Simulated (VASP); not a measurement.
# Bi (Im-3m) in VASP: a series of runs

Bi is run at these levels: PBE, r2SCAN; tasks: single point.

All numbers are computed with VASP 6.6.1; they aren't measurements. Logs are shortened: lines on timing, memory, paths and dates and some standing lists are left out, and cuts for length are marked.

**1. The cell of the first run**

The structure is cubic, space group Im-3m (No. 229). Conventional cell: a = 3.963 Å, b = 3.963 Å, c = 3.963 Å, α = 90.00°, β = 90.00°, γ = 90.00°. Bi (site symmetry m-3m) has 14 Bi at 3.43 to 3.96 Å within 4.5 Å.

**2. Single point, PBE**

Contents of INCAR:

```
PREC = Accurate ; ENCUT = 520
EDIFF = 1E-6 ; ISMEAR = 0
SIGMA = 0.019000000000000003 ; LREAL = F
LASPH = T ; NELM = 80
ALGO = Normal ; ISIF = 2
LWAVE = F ; LCHARG = F
GGA = PE ; NBANDS = 14
```

Contents of KPOINTS:

```
regular mesh
0
Gamma
  9 9 9
```

Contents of POSCAR:

```
Bi
1.0
   -1.9814305318      1.9814305318      1.9814305318
    1.9814305318     -1.9814305318      1.9814305318
    1.9814305318      1.9814305318     -1.9814305318
Bi
1
Direct
    0.0000000000      0.0000000000      0.0000000000
```

Potentials or basis: VASP PAW PBE potentials, release 64 (Bi_d).

On the command line:

```
$ cat potpaw_PBE.64/Bi_d/POTCAR > POTCAR
$ mpirun -np 1 vasp_std > vasp.out
```

OUTCAR:

```text
PREC = Accurate
   ENCUT = 520
   EDIFF = 1E-6
   ISMEAR = 0
   LREAL = F
   LASPH = T
   NELM = 80
   ISIF = 2
   GGA = PE

 ion  position               nearest neighbor table
   1  0.000  0.000  0.000-

  LATTYP: Found a body centered cubic cell.
 ALAT       =     3.9628610636

  Lattice vectors:

 A1 = (  -1.9814305318,   1.9814305318,   1.9814305318)
 A2 = (   1.9814305318,  -1.9814305318,   1.9814305318)
 A3 = (   1.9814305318,   1.9814305318,  -1.9814305318)

Analysis of symmetry for initial positions (statically):
=====================================================================
 Subroutine PRICEL returns:
 Original cell was already a primitive cell.

 Routine SETGRP: Setting up the symmetry group for a
 body centered cubic supercell.

 Subroutine GETGRP returns: Found 48 space group operations
[... 9 lines left out ...]

 Routine SETGRP: Setting up the symmetry group for a
 body centered cubic supercell.

 Subroutine GETGRP returns: Found 48 space group operations
[... 11 lines left out ...]
                                     Primitive cell

  volume of cell :      31.1169

  direct lattice vectors                    reciprocal lattice vectors
    -1.981430532  1.981430532  1.981430532     0.000000000  0.252342937  0.252342937
     1.981430532 -1.981430532  1.981430532     0.252342937  0.000000000  0.252342937
     1.981430532  1.981430532 -1.981430532     0.252342937  0.252342937  0.000000000

  length of vectors
     3.431938353  3.431938353  3.431938353     0.356866804  0.356866804  0.356866804

  position of ions in fractional coordinates (direct lattice)
     0.000000000  0.000000000  0.000000000

  ion indices of the primitive-cell ions
   primitive index   ion index
                 1           1

----------------------------------------------------------------------------------------

 KPOINTS: regular mesh

Automatic generation of k-mesh.
 Grid dimensions read from file:
 generate k-points for:    9    9    9

 Generating k-lattice:

  Cartesian coordinates                     Fractional coordinates (reciprocal lattice)
     0.000000000  0.028038104  0.028038104     0.111111111  0.000000000  0.000000000
     0.028038104  0.000000000  0.028038104     0.000000000  0.111111111  0.000000000
     0.028038104  0.028038104  0.000000000     0.000000000  0.000000000  0.111111111

  Length of vectors
     0.039651867  0.039651867  0.039651867

  Shift w.r.t. Gamma in fractional coordinates (k-lattice)
     0.000000000  0.000000000  0.000000000

 Subroutine IBZKPT returns following result:
 ===========================================

 Found     35 irreducible k-points:

 Following reciprocal coordinates:
            Coordinates               Weight
  0.000000  0.000000  0.000000      1.000000
  0.111111  0.000000  0.000000     12.000000
  0.222222  0.000000  0.000000     12.000000
  0.333333  0.000000  0.000000     12.000000
  0.444444  0.000000  0.000000     12.000000
  0.111111  0.111111  0.000000     24.000000
[... 16 lines left out ...]
 -0.333333  0.444444  0.111111     48.000000
 -0.444444 -0.444444  0.111111     24.000000
 [... further k-points ...]
   k-points           NKPTS =     35   k-points in BZ     NKDIM =     35   number of bands    NBANDS=     14
   number of dos      NEDOS =    301   number of ions     NIONS =      1
   total plane-waves  NPLWV =  21952
   dimension x,y,z NGX =    28 NGY =   28 NGZ =   28
   dimension x,y,z NGXF=    56 NGYF=   56 NGZF=   56
   ions per type =               1
   NGX,Y,Z   is equivalent  to a cutoff of  13.56, 13.56, 13.56 a.u.
   NGXF,Y,Z  is equivalent  to a cutoff of  27.13, 27.13, 27.13 a.u.
 SYSTEM =  unknown system
   PREC   = accura    normal or accurate (medium, high low for compatibility)
   ISTART =      0    job   : 0-new  1-cont  2-samecut
   ICHARG =      2    charge: 1-file 2-atom 10-const
   ISPIN  =      1    spin polarized calculation?
   LNONCOLLINEAR =      F non collinear calculations
   LSORBIT =      F    spin-orbit coupling
   LASPH  =      T    aspherical Exc in radial PAW
   ENCUT  =  520.0 eV  38.22 Ry    6.18 a.u.   6.38  6.38  6.38*2*pi/ulx,y,z
   NELM   =     80;   NELMIN=  2; NELMDL= -5     # of ELM steps
   EDIFF  = 0.1E-05   stopping-criterion for ELM
   LREAL  =      F    real-space projection
   EDIFFG = 0.1E-04   stopping-criterion for IOM
   NSW    =      0    number of steps for IOM
   IBRION =     -1    ionic relax: 0-MD 1-quasi-New 2-CG
[... 8 lines left out ...]
   EMIN   =  10.00;   EMAX   =-10.00  energy-range for DOS
   EFERMI =   0.00;   METHOD = LEGACY
   ISMEAR =     0;   SIGMA  =   0.02  broadening in eV -4-tet -1-fermi 0-gaus
   EFERMI_NEDOS =   21; number of points for ismear=-14 and -15
   IALGO  =     38    algorithm
   IMIX   =      4    mixing-type and parameters
     AMIX     =   0.40;   BMIX     =  1.00
     AMIX_MAG =   1.60;   BMIX_MAG =  1.00
  volume/ion in A,a.u.               =      31.12       209.99
  Fermi-wavevector in a.u.,A,eV,Ry     =   1.283630  2.425708 22.418388  1.647705
  Thomas-Fermi vector in A             =   2.415871
   LORBIT       =      0    0 simple, 1 ext, 2 COOP (PROOUT), +10 PAW based schemes
   GGA     = PE    functional components
   LHFCALC =     F    Hartree Fock is set to
   AEXX    =    0.0000 exact exchange contribution
   IVDW    =     0    specifies the selected vdW correction
   LEPSILON=     F    determine dielectric tensor
   LRPA    =     F    only Hartree local field effects (RPA)
 non-spin polarized calculation
 Gauss-broadening in eV      SIGMA  =   0.02
  energy-cutoff  :      520.00
  volume of cell :       31.12
 maximum number of plane-waves:       887
 NGX is ok and might be reduce to    28
   NGX = 13   NGY = 13   NGZ = 13

 number of electron      14.9999994 magnetization

 Free energy of the ion-electron system (eV)
  ---------------------------------------------------
  ext. energy  EPLUGINS =         0.00000000
  ---------------------------------------------------
  free energy    TOTEN  =        -3.76704574 eV

  energy without entropy =       -3.76669358  energy(sigma->0) =       -3.76686966

 E-fermi :   7.9349     XC(G=0): -10.2914

 val. band max:        7.9101483492   @ k =   0.2222   0.0000   0.0000
 cond. band min:       7.9408690111   @ k =  -0.2222   0.2222   0.1111
 fundamental gap:      0.0307206619
 Fermi energy:         7.9349148351

 k-point     1 :       0.0000    0.0000    0.0000
  band No.  band energies     occupation
      1     -15.1153      2.00000
      2     -15.1153      2.00000
      3     -15.1153      2.00000
      4     -14.9874      2.00000
      5     -14.9874      2.00000
      6      -5.5996      2.00000
      7      13.0412      0.00000
      8      13.0412      0.00000
      9      13.0412      0.00000
     10      17.0519      0.00000
     11      18.3960      0.00000
     12      18.3960      0.00000
     13      18.3960      0.00000
     14      19.5992      0.00000

 k-point     2 :       0.1111    0.0000    0.0000
  band No.  band energies     occupation
      1     -15.1199      2.00000
      2     -15.1074      2.00000
      3     -15.0911      2.00000
      4     -14.9927      2.00000
      5     -14.9882      2.00000
      6      -5.3750      2.00000
      7      11.0301      0.00000
      8      12.3996      0.00000
      9      12.8396      0.00000
     10      16.7261      0.00000
     11      17.4814      0.00000
     12      18.1413      0.00000
     13      18.6134      0.00000
     14      20.5297      0.00000

 k-point     3 :       0.2222    0.0000    0.0000
  band No.  band energies     occupation
      1     -15.1316      2.00000
      2     -15.0916      2.00000
      3     -15.0292      2.00000
      4     -15.0026      2.00000
      5     -14.9905      2.00000
      6      -4.7178      2.00000
      7       7.9101      1.93473
      8      11.1849      0.00000
      9      12.3209      0.00000
     10      15.2795      0.00000
     11      16.5042      0.00000
     12      18.3026      0.00000
     13      19.8217      0.00000
     14      22.5817      0.00000

 k-point     4 :       0.3333    0.0000    0.0000
  band No.  band energies     occupation
      1     -15.1449      2.00000
      2     -15.0861      2.00000
      3     -15.0029      2.00000
      4     -14.9930      2.00000
      5     -14.9576      2.00000
      6      -3.7157      2.00000
      7       5.0820      2.00000
      8      10.1437      0.00000
      9      11.7621      0.00000
     10      14.3735      0.00000
     11      15.8489      0.00000
     12      19.1265      0.00000
     13      20.6300      0.00000
     14      24.8971      0.00000

 k-point     5 :       0.4444    0.0000    0.0000
  band No.  band energies     occupation
      1     -15.1536      2.00000
      2     -15.0908      2.00000
      3     -14.9954      2.00000
      4     -14.9946      2.00000
      5     -14.9103      2.00000
      6      -2.7311      2.00000
      7       3.1491      2.00000
      8       9.5701      0.00000
      9      11.4238      0.00000
     10      13.9414      0.00000
     11      15.5238      0.00000
[... 276 lines left out ...]
 k-point    22 :      -0.4444    0.4444    0.1111
  band No.  band energies     occupation
      1     -15.1273      2.00000
      2     -15.0824      2.00000
      3     -15.0105      2.00000
      4     -14.9988      2.00000
      5     -14.9126      2.00000
      6      -2.5495      2.00000
      7       3.3925      2.00000
      8       8.9392      0.00000
      9      10.3080      0.00000
     10      15.2619      0.00000
     11      16.5048      0.00000
     12      17.7992      0.00000
     13      19.7898      0.00000
     14      26.0268      0.00000

 k-point    23 :      -0.3333    0.4444    0.1111
  band No.  band energies     occupation
      1     -15.1022      2.00000
      2     -15.0673      2.00000
      3     -15.0216      2.00000
      4     -15.0029      2.00000
      5     -14.9361      2.00000
      6      -2.6845      2.00000
      7       4.4543      2.00000
      8       7.4444      2.00000
      9      10.6317      0.00000
     10      15.1903      0.00000
     11      16.1412      0.00000
     12      19.2692      0.00000
     13      19.5550      0.00000
     14      23.2110      0.00000

 k-point    24 :      -0.4444   -0.4444    0.1111
  band No.  band energies     occupation
      1     -15.1047      2.00000
      2     -15.0709      2.00000
      3     -15.0280      2.00000
      4     -14.9913      2.00000
      5     -14.9169      2.00000
      6      -2.1288      2.00000
      7       3.5506      2.00000
      8       7.0743      2.00000
      9      10.5585      0.00000
     10      15.3114      0.00000
     11      16.7700      0.00000
     12      17.8311      0.00000
     13      19.3042      0.00000
     14      25.6237      0.00000

 [... further k-points ...]
[... 5 lines left out ...]
  --------------------------------------------------------------------------------------
  -------------------------------------------------------------------------------------
  Total        0.1510222      0.1510222      0.1510222      0.0000000     -0.0000000     -0.0000000
  in kB        7.7759768      7.7759768      7.7759768      0.0000000     -0.0000000     -0.0000000
  external PRESSURE =       7.7759768 kB  Pullay stress =       0.0000000 kB

 VOLUME and BASIS-vectors are now :
 -----------------------------------------------------------------------------
  energy-cutoff  :      520.00
  volume of cell :       31.12
      direct lattice vectors                 reciprocal lattice vectors
    -1.981430532  1.981430532  1.981430532     0.000000000  0.252342937  0.252342937
     1.981430532 -1.981430532  1.981430532     0.252342937  0.000000000  0.252342937
     1.981430532  1.981430532 -1.981430532     0.252342937  0.252342937  0.000000000

 POSITION                                       TOTAL-FORCE (eV/Angst)
 -----------------------------------------------------------------------------------
      0.00000      0.00000      0.00000        -0.000000     -0.000000     -0.000000
 -----------------------------------------------------------------------------------
    total drift:                                0.000000     -0.000000      0.000000

  FREE ENERGIE OF THE ION-ELECTRON SYSTEM (eV)
  ---------------------------------------------------
  free  energy   TOTEN  =        -3.7670457443 eV

  energy  without entropy=       -3.7666935818  energy(sigma->0) =       -3.76686966
```

Run time: 15 s. Hardware: 1 thread of AMD EPYC 7R43 (Zen 3), shared host; peak memory 0.12 GiB.

Results:

```
Free energy : -3.7670 eV
Pressure    : 0.8 GPa
```

Caveat: spin-orbit coupling is left out, which moves the levels of the heavy elements.

[end of part 1 of 2]
